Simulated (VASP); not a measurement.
# LiAl32O48 (a cell with a defect) in VASP: single point with PBE

Aim: the single point of LiAl32O48 (a cell with a defect) with PBE.

Program: VASP 6.6.1. These are calculated values, not measurements. Logs are shortened: lines on timing, memory, paths and dates and some standing lists are left out, and cuts for length are marked.

## Step 1: The cell of the first run

The cell holds a defect, 81 atoms: a = 10.361 Å, b = 10.361 Å, c = 10.361 Å, α = 55.29°, β = 55.29°, γ = 55.29°.

## Step 2: Single point, PBE

INCAR reads:

```
ALGO = Normal
EDIFF = 1E-6
ENCUT = 650
GGA = PE
GGA_COMPAT = False
ISIF = 2
ISMEAR = -1
ISYM = -1
LASPH = True
LCHARG = True
LELF = True
LREAL = Auto
LVHAR = True
LWAVE = False
NBANDS = 240
NELECT = 386.0
NELM = 120
PREC = Accurate
SIGMA = 0.01
```

KPOINTS reads:

```
explicit points
1
Reciprocal
  0.25000000   0.25000000   0.25000000 1
```

POSCAR reads:

```
LiAl32O48
1.0
    4.8078835200      2.7758328500      8.7484141900
   -4.8078835200      2.7758328500      8.7484141900
    0.0000000000     -5.5516656900      8.7484141900
Al O Li
32 48 1
Direct
    0.3061735700      0.3278465900      0.3554540400
    0.4266481000      0.4296891300      0.4294211600
    0.0736491700      0.0737932400      0.0774254800
    0.1766533300      0.1775627000      0.1769500700
    0.3201087100      0.3233237300      0.8220647500
    0.4232698300      0.4430419100      0.8954514300
    0.0719676300      0.0751530300      0.5753465500
    0.1696672900      0.1728287500      0.6875817000
    0.3233515500      0.8255444400      0.3241750400
    0.4230159000      0.9285060000      0.4286443800
    0.0720524500      0.5751491300      0.0756384900
    0.1746918500      0.6782002000      0.1758025400
    0.3225308700      0.8261048000      0.8251301300
    0.4258222600      0.9253734800      0.9283704000
    0.0701623900      0.5756985400      0.5776156400
    0.1744091100      0.6797189800      0.6739935600
    0.8246116700      0.3240884900      0.3231351100
    0.9238238100      0.4275092600      0.4263070100
    0.5815654200      0.0645703100      0.0681783300
    0.6850032300      0.1685165400      0.1834769100
    0.8215973000      0.3268979200      0.8228603300
    0.9243346600      0.4266642500      0.9273109700
    0.5727257200      0.0734042700      0.5773305700
    0.6766332300      0.1770674500      0.6740571100
    0.8242987900      0.8221356600      0.3258593400
    0.9256662200      0.9263051300      0.4279680700
    0.5723401400      0.5733069700      0.0745740500
    0.6762719200      0.6762080100      0.1740190600
    0.8236796700      0.8242943500      0.8235523200
    0.9279296900      0.9255834700      0.9256753400
    0.5772022500      0.5804538900      0.5636967700
    0.6748416300      0.6779460700      0.6761782900
    0.2216717900      0.0308999500      0.3755201900
    0.4689842500      0.1246320200      0.2908465700
    0.0280548000      0.3757638100      0.2220754500
    0.3775090000      0.2255949200      0.0296022000
    0.1177648600      0.2798978600      0.4793781000
    0.2720673600      0.4775729700      0.1262878600
    0.2204031700      0.0274040400      0.8798055800
    0.4714465600      0.1253769600      0.7804179100
    0.0256043900      0.3756117200      0.7248733300
    0.3691071700      0.2236392000      0.5384367800
    0.1243063200      0.2789682900      0.9732045300
    0.2756740800      0.4743455700      0.6257204500
    0.2190228300      0.5311891800      0.3783254000
    0.4710390700      0.6255645300      0.2783404400
    0.0267044200      0.8756833900      0.2232862200
    0.3741820000      0.7219648500      0.0294441300
    0.1242206500      0.7797972600      0.4725072600
    0.2785582800      0.9735665000      0.1258370400
    0.2192045300      0.5307587600      0.8732383900
    0.4700492400      0.6321218800      0.7722950500
    0.0280895900      0.8760658600      0.7217443600
    0.3743569200      0.7244483600      0.5266409900
    0.1242839800      0.7795669600      0.9720565400
    0.2751606400      0.9743709000      0.6277423600
    0.7223127700      0.0260879800      0.3797081100
    0.9717854100      0.1251712000      0.2791015200
    0.5243244700      0.3725497100      0.2218758000
    0.8744069900      0.2218836100      0.0300814400
    0.6246449300      0.2784155100      0.4710188400
    0.7764364800      0.4713918500      0.1256750300
    0.7238742600      0.0276604000      0.8717531500
    0.9692666700      0.1254852800      0.7816051400
    0.5265507400      0.3808351400      0.7126379700
    0.8738711800      0.2234260900      0.5281830500
    0.6251394900      0.2812663500      0.9605253700
    0.7756124100      0.4747922300      0.6237932600
    0.7226551200      0.5294667900      0.3716857400
    0.9702390700      0.6258032900      0.2795493100
    0.5281312700      0.8753351700      0.2214687600
    0.8744204100      0.7231708700      0.0282210200
    0.6244647100      0.7806744100      0.4699467800
    0.7757264200      0.9742741400      0.1256966400
    0.7191345300      0.5283514600      0.8759493100
    0.9703081300      0.6256851600      0.7790661000
    0.5264861000      0.8761447900      0.7232698800
    0.8738382500      0.7219496500      0.5298340800
    0.6248245800      0.7781620600      0.9723697000
    0.7771306200      0.9728132300      0.6257651700
    0.4456980300      0.3037512300      0.1257854300
```

Potentials or basis: VASP PAW PBE potentials, release 64 (Al, O, Li_sv).

Started as:

```bash
cat potpaw_PBE.64/Al/POTCAR potpaw_PBE.64/O/POTCAR potpaw_PBE.64/Li_sv/POTCAR > POTCAR
mpirun -np 1 vasp_std > vasp.out
```

OUTCAR:

```text
EDIFF = 1E-6
   ENCUT = 650
   GGA = PE
   ISIF = 2
   ISMEAR = -1
   ISYM = -1
   LASPH = True
   LREAL = Auto
   NELECT = 386.0
   NELM = 120
   PREC = Accurate

 ion  position               nearest neighbor table
   1  0.306  0.328  0.355-  37 1.80  42 1.86  45 1.86  34 2.00  59 2.03  81 2.04  38 2.08   2 2.60
                             8 2.68  12 2.84  20 3.05  18 3.19  10 3.31  15 3.32
   2  0.427  0.430  0.429-  46 1.85  44 1.85  61 1.85  45 2.03  42 2.03  59 2.07   1 2.60  27 2.83
                            23 2.85  15 2.85   5 3.19   9 3.22  17 3.24
   3  0.074  0.074  0.077-  39 1.87  47 1.87  60 1.88  58 1.97  50 1.99  43 1.99   4 2.68  26 2.81
                            14 2.82  22 2.83  20 3.17   8 3.20  12 3.24
   4  0.177  0.178  0.177-  35 1.87  33 1.87  36 1.90  50 1.99  43 2.00  58 2.01   3 2.68  17 2.82
                             9 2.82   5 2.83  11 3.25   7 3.25  19 3.28
   5  0.320  0.323  0.822-  43 1.84  44 1.85  40 1.85  51 2.03  65 2.03  36 2.07   6 2.60   4 2.83
                            16 2.85  24 2.85   2 3.19  22 3.22  14 3.24
   6  0.423  0.443  0.895-  52 1.80  65 1.86  51 1.86  67 1.99  36 2.03  81 2.04  38 2.09   5 2.60
                            31 2.68  11 2.85  19 3.05  13 3.20  21 3.30  16 3.33
   7  0.072  0.075  0.575-  53 1.87  66 1.87  33 1.88  37 1.98  56 1.99  64 2.00   8 2.69  30 2.80
                            10 2.81  18 2.82  16 3.24  24 3.24   4 3.25
   8  0.170  0.173  0.688-  39 1.84  41 1.87  42 1.90  64 1.95  56 1.98  37 2.02   1 2.68   7 2.69
                            13 2.78  21 2.78   3 3.20  15 3.29  23 3.29
   9  0.323  0.826  0.324-  50 1.86  49 1.88  46 1.88  54 1.98  71 1.99  33 2.00  10 2.69  16 2.80
[... 83 lines left out ...]
  69  0.723  0.529  0.372-  31 1.84  28 1.87  18 1.98  17 1.99
  70  0.970  0.626  0.280-  25 1.85  18 1.87  11 1.99  12 2.00
  71  0.528  0.875  0.221-  19 1.83  28 1.88   9 1.99  10 2.02
  72  0.874  0.723  0.028-  11 1.87  28 1.87  30 1.99  29 2.00
  73  0.624  0.781  0.470-  25 1.86  10 1.88  31 1.95  32 2.00
  74  0.776  0.974  0.126-  30 1.90  25 1.90  19 1.97  20 1.97
  75  0.719  0.528  0.876-  27 1.87  32 1.88  21 1.98  22 2.00
  76  0.970  0.626  0.779-  29 1.86  22 1.88  15 1.96  16 2.00
  77  0.526  0.876  0.723-  23 1.86  32 1.87  13 1.98  14 1.99
  78  0.874  0.722  0.530-  15 1.86  32 1.87  25 1.98  26 2.00
  79  0.625  0.778  0.972-  14 1.87  29 1.88  28 1.97  27 2.01
  80  0.777  0.973  0.626-  26 1.87  29 1.87  24 1.98  23 1.98
  81  0.446  0.304  0.126-  34 1.67  67 1.67  38 1.67   6 2.04   1 2.04  36 2.13  59 2.13  19 2.29
                            20 2.29

IMPORTANT INFORMATION: All symmetrisations will be switched off!
NOSYMM: (Re-)initialisation of all symmetry stuff for point group C_1.

----------------------------------------------------------------------------------------

                                     Primitive cell

  volume of cell :     700.5318

  direct lattice vectors                    reciprocal lattice vectors
     4.807883520  2.775832850  8.748414190     0.103995864  0.060042040  0.038102144
    -4.807883520  2.775832850  8.748414190    -0.103995864  0.060042040  0.038102144
[... 217 lines left out ...]
   EFERMI_NEDOS =   21; number of points for ismear=-14 and -15
   IALGO  =     38    algorithm
   IMIX   =      4    mixing-type and parameters
     AMIX     =   0.40;   BMIX     =  1.00
     AMIX_MAG =   1.60;   BMIX_MAG =  1.00
  volume/ion in A,a.u.               =       8.65        58.36
  Fermi-wavevector in a.u.,A,eV,Ry     =   1.342130  2.536258 24.508358  1.801314
  Thomas-Fermi vector in A             =   2.470309
   LORBIT       =      0    0 simple, 1 ext, 2 COOP (PROOUT), +10 PAW based schemes
   GGA     = PE    functional components
   LHFCALC =     F    Hartree Fock is set to
   AEXX    =    0.0000 exact exchange contribution
   IVDW    =     0    specifies the selected vdW correction
   LEPSILON=     F    determine dielectric tensor
   LRPA    =     F    only Hartree local field effects (RPA)
 non-spin polarized calculation
  energy-cutoff  :      650.00
  volume of cell :      700.53
 maximum number of plane-waves:     26313
 NGX is ok and might be reduce to    90
   NGX = 43   NGY = 43   NGZ = 43

 number of electron     386.0000002 magnetization

 Free energy of the ion-electron system (eV)
  ---------------------------------------------------
  ext. energy  EPLUGINS =         0.00000000
  ---------------------------------------------------
  free energy    TOTEN  =      -606.72860031 eV

  energy without entropy =     -606.72860031  energy(sigma->0) =     -606.72860031

 E-fermi :   6.0710     XC(G=0): -11.5530

 val. band max:        5.8279175329   @ k =   0.2500   0.2500   0.2500
 cond. band min:      11.9937692570   @ k =   0.2500   0.2500   0.2500
 fundamental gap:      6.1658517241
 Fermi energy:         6.0709776664

 k-point     1 :       0.2500    0.2500    0.2500
  band No.  band energies     occupation
      1     -37.2029      2.00000
      2     -13.0888      2.00000
      3     -12.6004      2.00000
      4     -12.2345      2.00000
      5     -12.1576      2.00000
      6     -12.1191      2.00000
[... 197 lines left out ...]
    204      14.9906      0.00000
    205      15.0730      0.00000
 [bands above 205 left out]

------------------------ aborting loop because EDIFF is reached ----------------------------------------

  FORCE on cell =-STRESS in cart. coord.  units (eV):
  Direction    XX          YY          ZZ          XY          YZ          ZX
  --------------------------------------------------------------------------------------
  -------------------------------------------------------------------------------------
  Total       -3.0557641      3.1230160     -7.1839939      0.0177492     -5.2207931     -0.0739565
  in kB       -6.9887994      7.1426104    -16.4304214      0.0405940    -11.9404097     -0.1691449
  external PRESSURE =      -5.4255368 kB  Pullay stress =       0.0000000 kB

 VOLUME and BASIS-vectors are now :
 -----------------------------------------------------------------------------
  energy-cutoff  :      650.00
  volume of cell :      700.53
      direct lattice vectors                 reciprocal lattice vectors
     4.807883520  2.775832850  8.748414190     0.103995864  0.060042040  0.038102144
    -4.807883520  2.775832850  8.748414190    -0.103995864  0.060042040  0.038102144
     0.000000000 -5.551665690  8.748414190     0.000000000 -0.120084080  0.038102144

 POSITION                                       TOTAL-FORCE (eV/Angst)
 -----------------------------------------------------------------------------------
     -0.10420     -0.21343      8.65633         0.028904     -0.023656      0.024844
     -0.01462     -0.00695     11.24835         0.005157      0.010672     -0.003678
     -0.00069     -0.02056      1.96724        -0.009010     -0.002701     -0.003126
     -0.00437      0.00088      4.64686         0.002328     -0.011273     -0.008094
     -0.01546     -2.77777     12.82078         0.004678     -0.005448      0.005617
     -0.09506     -2.56651     15.41263        -0.017424      0.009574     -0.009697
[... 73 lines left out ...]
     -0.94082      1.38351     20.78369        -0.020226     -0.000886     -0.000888
      0.68246      1.38203      7.65692        -0.021583      0.001820     -0.017922
 -----------------------------------------------------------------------------------
    total drift:                                0.029518      0.055587      0.026702

  FREE ENERGIE OF THE ION-ELECTRON SYSTEM (eV)
  ---------------------------------------------------
  free  energy   TOTEN  =      -606.7286003090 eV

  energy  without entropy=     -606.7286003090  energy(sigma->0) =     -606.72860031
```

It took 10 min on 1 thread of AMD EPYC 9R45 (Zen 5), shared host; peak memory 1.3 GiB.

Results:

| Item | Value |
| --- | --- |
| Free energy | -606.7286 eV |
| Largest force | 0.085 eV/Å |

Forces on the atoms (eV/Å):
```
Al   0.029 -0.024  0.025
Al   0.005  0.011 -0.004
Al  -0.009 -0.003 -0.003
Al   0.002 -0.011 -0.008
Al   0.005 -0.005  0.006
Al  -0.017  0.010 -0.010
Al   0.003  0.004 -0.001
Al  -0.003  0.010 -0.010
Al  -0.006 -0.003  0.001
Al   0.023 -0.008  0.004
Al   0.005  0.000 -0.001
Al  -0.002 -0.004 -0.003
Al  -0.010 -0.007  0.002
Al  -0.003  0.006  0.008
Al  -0.004  0.004  0.003
Al  -0.007  0.005 -0.003
Al  -0.002  0.006  0.004
Al   0.013 -0.004  0.001
Al   0.014 -0.004  0.007
Al  -0.002  0.001  0.007
Al   0.007  0.001  0.003
Al   0.008 -0.001  0.010
Al   0.005 -0.003  0.005
Al  -0.002  0.018 -0.003
Al   0.004 -0.002 -0.001
Al  -0.002  0.009  0.002
Al   0.004  0.013  0.010
Al  -0.003  0.002  0.005
Al  -0.001  0.001  0.001
Al  -0.014 -0.009  0.001
Al  -0.006 -0.008  0.001
Al  -0.008  0.003  0.001
O    0.022 -0.003  0.006
O    0.048 -0.024 -0.004
O   -0.012 -0.016 -0.001
O   -0.007  0.024  0.011
O   -0.001 -0.015 -0.010
O   -0.084  0.013 -0.004
O    0.028  0.000  0.005
O    0.011  0.017 -0.004
O   -0.015 -0.020 -0.001
O   -0.002  0.014  0.001
O    0.011 -0.023 -0.001
O   -0.026 -0.004  0.001
O    0.010  0.001  0.001
O    0.009  0.022  0.001
O   -0.004 -0.022 -0.002
O   -0.015  0.019 -0.004
O    0.010 -0.025 -0.001
O   -0.025  0.003  0.002
O    0.011  0.002 -0.006
O    0.014  0.023  0.002
O   -0.014 -0.019 -0.005
O   -0.011  0.017 -0.007
O    0.010 -0.021  0.001
O   -0.019  0.008 -0.004
O    0.021 -0.005  0.004
O    0.015  0.018  0.002
O   -0.017 -0.026 -0.003
O   -0.006  0.022  0.002
O    0.009 -0.019  0.003
O   -0.024 -0.001 -0.006
O    0.021 -0.002 -0.006
O    0.009  0.019  0.000
O    0.004 -0.020  0.002
O   -0.010  0.018 -0.003
O    0.056  0.016  0.005
O   -0.020 -0.005  0.004
O    0.019  0.005 -0.008
O    0.011  0.021 -0.003
O   -0.009 -0.020  0.000
O   -0.008  0.023 -0.003
O    0.003 -0.020 -0.002
O   -0.023 -0.002  0.000
O    0.022  0.000 -0.006
O    0.006  0.022 -0.001
O   -0.009 -0.022 -0.001
O   -0.012  0.019  0.003
O    0.010 -0.019 -0.002
O   -0.020 -0.001 -0.001
Li  -0.022  0.002 -0.018
```

Caveat: the cell carries a net charge on a neutralising background, which shifts energy and pressure; the cell is charged against a uniform background, so pressure and absolute levels hang on convention.
